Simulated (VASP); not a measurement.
# Cr (Im-3m) in VASP: further runs

The runs below take Cr through single point, with LDA.

All numbers are computed with VASP 6.6.1; they aren't measurements. Logs are shortened: lines on timing, memory, paths and dates and some standing lists are left out, and cuts for length are marked.

### 1 The cell of the first run

The structure is cubic, space group Im-3m (No. 229). Conventional cell: a = 2.788 Å, b = 2.788 Å, c = 2.788 Å, α = 90.00°, β = 90.00°, γ = 90.00°. Cr (site symmetry m-3m) has 14 Cr at 2.41 to 2.79 Å within 3.2 Å.

### 2 Single point, LDA, collinear spin, ferromagnetic start

INCAR

```
SYSTEM = Cr
PREC = Accurate
ENCUT = 520
EDIFF = 1E-6
ISMEAR = -1
SIGMA = 0.05
LREAL = .FALSE.
LASPH = .TRUE.
NELM = 150
ALGO = Normal
ISIF = 2
LWAVE = .FALSE.
LCHARG = .FALSE.
ISPIN = 2
MAGMOM = 1.5
LORBIT = 11
LMAXMIX = 4
GGA = CA
NBANDS = 16
```

KPOINTS

```
regular mesh
0
G
  10 10 10
  0 0 0
```

POSCAR

```
Cr
1.0
   -1.3938676992      1.3938676992      1.3938676992
    1.3938676992     -1.3938676992      1.3938676992
    1.3938676992      1.3938676992     -1.3938676992
Cr
1
Direct
    0.0000000000      0.0000000000      0.0000000000
```

Potentials or basis: VASP PAW LDA potentials, release 64 (Cr_pv).

Started as:

```console
cat potpaw_LDA.64/Cr_pv/POTCAR > POTCAR
mpirun -np 1 vasp_std > vasp.out
```

OUTCAR:

```text
SYSTEM = Cr
   PREC = Accurate
   ENCUT = 520
   EDIFF = 1E-6
   ISMEAR = -1
   LREAL = .FALSE.
   LASPH = .TRUE.
   NELM = 150
   ISIF = 2
   ISPIN = 2
   LORBIT = 11
   GGA = CA

 ion  position               nearest neighbor table
   1  0.000  0.000  0.000-

  LATTYP: Found a body centered cubic cell.
 ALAT       =     2.7877353984

  Lattice vectors:

 A1 = (  -1.3938676992,   1.3938676992,   1.3938676992)
 A2 = (   1.3938676992,  -1.3938676992,   1.3938676992)
 A3 = (   1.3938676992,   1.3938676992,  -1.3938676992)

Analysis of symmetry for initial positions (statically):
=====================================================================
 Subroutine PRICEL returns:
 Original cell was already a primitive cell.

 Routine SETGRP: Setting up the symmetry group for a
 body centered cubic supercell.

 Subroutine GETGRP returns: Found 48 space group operations
 (whereof 48 operations were pure point group operations)
 out of a pool of 48 trial point group operations.

The static configuration has the point symmetry O_h .

Analysis of symmetry for dynamics (positions and initial velocities):
=====================================================================
 Subroutine PRICEL returns:
 Original cell was already a primitive cell.

 Routine SETGRP: Setting up the symmetry group for a
 body centered cubic supercell.

 Subroutine GETGRP returns: Found 48 space group operations
 (whereof 48 operations were pure point group operations)
 out of a pool of 48 trial point group operations.

The dynamic configuration has the point symmetry O_h .

Analysis of structural, dynamic, and magnetic symmetry:
=====================================================================
 Subroutine PRICEL returns:
 Original cell was already a primitive cell.

 Routine SETGRP: Setting up the symmetry group for a
 body centered cubic supercell.

 Subroutine GETGRP returns: Found 48 space group operations
 (whereof 48 operations were pure point group operations)
 out of a pool of 48 trial point group operations.

The overall configuration has the point symmetry O_h .

 Subroutine INISYM returns: Found 48 space group operations
 (whereof 48 operations are pure point group operations),
 and found     1 'primitive' translations

----------------------------------------------------------------------------------------

                                     Primitive cell

  volume of cell :      10.8324

  direct lattice vectors                    reciprocal lattice vectors
    -1.393867699  1.393867699  1.393867699     0.000000000  0.358714102  0.358714102
     1.393867699 -1.393867699  1.393867699     0.358714102  0.000000000  0.358714102
     1.393867699  1.393867699 -1.393867699     0.358714102  0.358714102  0.000000000

  length of vectors
     2.414249674  2.414249674  2.414249674     0.507298348  0.507298348  0.507298348

  position of ions in fractional coordinates (direct lattice)
     0.000000000  0.000000000  0.000000000

  ion indices of the primitive-cell ions
   primitive index   ion index
                 1           1

----------------------------------------------------------------------------------------

 KPOINTS: regular mesh

Automatic generation of k-mesh.
 Grid dimensions read from file:
 generate k-points for:   10   10   10

 Generating k-lattice:

  Cartesian coordinates                     Fractional coordinates (reciprocal lattice)
     0.000000000  0.035871410  0.035871410     0.100000000  0.000000000  0.000000000
     0.035871410  0.000000000  0.035871410     0.000000000  0.100000000  0.000000000
     0.035871410  0.035871410  0.000000000     0.000000000  0.000000000  0.100000000

  Length of vectors
     0.050729835  0.050729835  0.050729835

  Shift w.r.t. Gamma in fractional coordinates (k-lattice)
     0.000000000  0.000000000  0.000000000

 Subroutine IBZKPT returns following result:
 ===========================================

 Found     47 irreducible k-points:

 Following reciprocal coordinates:
            Coordinates               Weight
  0.000000  0.000000  0.000000      1.000000
  0.100000  0.000000  0.000000     12.000000
  0.200000  0.000000  0.000000     12.000000
  0.300000  0.000000  0.000000     12.000000
  0.400000  0.000000  0.000000     12.000000
  0.500000  0.000000  0.000000      6.000000
[... 16 lines left out ...]
  0.300000  0.300000  0.100000      8.000000
 -0.300000  0.300000  0.100000     24.000000
 [... further k-points ...]
   k-points           NKPTS =     47   k-points in BZ     NKDIM =     47   number of bands    NBANDS=     16
   number of dos      NEDOS =    301   number of ions     NIONS =      1
   total plane-waves  NPLWV =   5832
   dimension x,y,z NGX =    18 NGY =   18 NGZ =   18
   dimension x,y,z NGXF=    36 NGYF=   36 NGZF=   36
   ions per type =               1
   NGX,Y,Z   is equivalent  to a cutoff of  12.39, 12.39, 12.39 a.u.
   NGXF,Y,Z  is equivalent  to a cutoff of  24.79, 24.79, 24.79 a.u.
 SYSTEM =  Cr
   PREC   = accura    normal or accurate (medium, high low for compatibility)
   ISTART =      0    job   : 0-new  1-cont  2-samecut
   ICHARG =      2    charge: 1-file 2-atom 10-const
   ISPIN  =      2    spin polarized calculation?
   LNONCOLLINEAR =      F non collinear calculations
   LSORBIT =      F    spin-orbit coupling
   LASPH  =      T    aspherical Exc in radial PAW
   ENCUT  =  520.0 eV  38.22 Ry    6.18 a.u.   4.49  4.49  4.49*2*pi/ulx,y,z
   NELM   =    150;   NELMIN=  2; NELMDL= -5     # of ELM steps
   EDIFF  = 0.1E-05   stopping-criterion for ELM
   LREAL  =      F    real-space projection
   EDIFFG = 0.1E-04   stopping-criterion for IOM
   NSW    =      0    number of steps for IOM
   IBRION =     -1    ionic relax: 0-MD 1-quasi-New 2-CG
   NFREE  =      0    steps in history (QN), initial steepest desc. (CG)
   ISIF   =      2    stress and relaxation
   ISYM   =      2    0-nonsym 1-usesym 2-fastsym
   POTIM  = 0.5000    time-step for ionic-motion
   TEBEG  =    0.0;   TEEND  =   0.0 temperature during run
   PSTRESS=    0.0 pullay stress
   NELECT =      12.0000    total number of electrons
   NUPDOWN=      -1.0000    fix difference up-down
   EMIN   =  10.00;   EMAX   =-10.00  energy-range for DOS
   EFERMI =   0.00;   METHOD = LEGACY
   ISMEAR =    -1;   SIGMA  =   0.05  broadening in eV -4-tet -1-fermi 0-gaus
   EFERMI_NEDOS =   21; number of points for ismear=-14 and -15
   IALGO  =     38    algorithm
   IMIX   =      4    mixing-type and parameters
     AMIX     =   0.40;   BMIX     =  1.00
     AMIX_MAG =   1.60;   BMIX_MAG =  1.00
  volume/ion in A,a.u.               =      10.83        73.10
  Fermi-wavevector in a.u.,A,eV,Ry     =   1.693923  3.201051 39.040224  2.869376
  Thomas-Fermi vector in A             =   2.775241
   LORBIT       =     11    0 simple, 1 ext, 2 COOP (PROOUT), +10 PAW based schemes
   GGA     = CA    functional components
   LHFCALC =     F    Hartree Fock is set to
   AEXX    =    0.0000 exact exchange contribution
   IVDW    =     0    specifies the selected vdW correction
   LEPSILON=     F    determine dielectric tensor
   LRPA    =     F    only Hartree local field effects (RPA)
 spin polarized calculation
  energy-cutoff  :      520.00
  volume of cell :       10.83
 maximum number of plane-waves:       321
 NGX is ok and might be reduce to    18
   NGX =  9   NGY =  9   NGZ =  9

 number of electron      12.0000011 magnetization       0.0000022

 number of electron      12.0000011 magnetization      -0.0000169

 Free energy of the ion-electron system (eV)
  ---------------------------------------------------
  ext. energy  EPLUGINS =         0.00000000
  ---------------------------------------------------
  free energy    TOTEN  =       -10.62169703 eV

  energy without entropy =      -10.61374714  energy(sigma->0) =      -10.61772209

 E-fermi :  11.7896     XC(G=0): -14.3839

 val. band max:       11.7283542580   @ k =   0.1000   0.1000   0.0000
 cond. band min:      11.8297539256   @ k =  -0.2000   0.2000   0.1000
 fundamental gap:      0.1013996676
 Fermi energy:        11.7895537871

 spin component 1

 k-point     1 :       0.0000    0.0000    0.0000
  band No.  band energies     occupation
      1     -30.5118      1.00000
      2     -30.5118      1.00000
      3     -30.5118      1.00000
      4       3.7368      1.00000
      5      10.7248      1.00000
      6      10.7248      1.00000
[... 8 lines left out ...]
     15      42.7850      0.00000
     16      47.8120      0.00000
[... 419 lines left out ...]
 k-point    24 :      -0.3000    0.3000    0.1000
  band No.  band energies     occupation
      1     -31.2642      1.00000
      2     -30.7872      1.00000
      3     -30.6014      1.00000
      4       7.0195      1.00000
      5       9.9051      1.00000
      6      10.2554      1.00000
[... 8 lines left out ...]
     15      40.4018      0.00000
     16      43.0396      0.00000

 [... further k-points ...]

 spin component 2

 k-point     1 :       0.0000    0.0000    0.0000
  band No.  band energies     occupation
      1     -30.5118      1.00000
      2     -30.5118      1.00000
      3     -30.5118      1.00000
      4       3.7368      1.00000
      5      10.7248      1.00000
      6      10.7248      1.00000
[... 8 lines left out ...]
     15      42.7850      0.00000
     16      47.8120      0.00000
[... 419 lines left out ...]
 k-point    24 :      -0.3000    0.3000    0.1000
  band No.  band energies     occupation
      1     -31.2643      1.00000
      2     -30.7873      1.00000
      3     -30.6014      1.00000
      4       7.0195      1.00000
      5       9.9051      1.00000
      6      10.2554      1.00000
[... 8 lines left out ...]
     15      40.4018      0.00000
     16      43.0396      0.00000

 [... further k-points ...]

------------------------ aborting loop because EDIFF is reached ----------------------------------------

  FORCE on cell =-STRESS in cart. coord.  units (eV):
  Direction    XX          YY          ZZ          XY          YZ          ZX
  --------------------------------------------------------------------------------------
  -------------------------------------------------------------------------------------
  Total        0.0457302      0.0457302      0.0457302     -0.0000000     -0.0000000      0.0000000
  in kB        6.7637719      6.7637719      6.7637719     -0.0000000     -0.0000000      0.0000000
  external PRESSURE =       6.7637719 kB  Pullay stress =       0.0000000 kB

 VOLUME and BASIS-vectors are now :
 -----------------------------------------------------------------------------
  energy-cutoff  :      520.00
  volume of cell :       10.83
      direct lattice vectors                 reciprocal lattice vectors
    -1.393867699  1.393867699  1.393867699     0.000000000  0.358714102  0.358714102
     1.393867699 -1.393867699  1.393867699     0.358714102  0.000000000  0.358714102
     1.393867699  1.393867699 -1.393867699     0.358714102  0.358714102  0.000000000

 POSITION                                       TOTAL-FORCE (eV/Angst)
 -----------------------------------------------------------------------------------
      0.00000      0.00000      0.00000         0.000000      0.000000     -0.000000
 -----------------------------------------------------------------------------------
    total drift:                                0.000000      0.000000      0.000000

  FREE ENERGIE OF THE ION-ELECTRON SYSTEM (eV)
  ---------------------------------------------------
  free  energy   TOTEN  =       -10.6216970330 eV

  energy  without entropy=      -10.6137471403  energy(sigma->0) =      -10.61772209

 total charge

# of ion       s       p       d       tot
------------------------------------------
    1        0.448   6.445   4.312  11.206

 magnetization (x)

# of ion       s       p       d       tot
------------------------------------------
    1       -0.000   0.000  -0.000  -0.000
```

Run time: 6.3 s. Hardware: 1 thread of Intel Xeon 6975P-C (Granite Rapids), shared host; peak memory 0.12 GiB.

What came out:

```
Free energy                                           : -10.6217 eV
Pressure                                              : 0.7 GPa
Band gap on the k mesh                                : zero (filled and empty bands overlap)
Net moment                                            : 0.00 μB per cell
Valence electrons inside the program's atomic spheres : Cr 11.21
```

Caveat: the starting moments collapsed, and a magnetic state may lie lower.

[end of part 1 of 2]
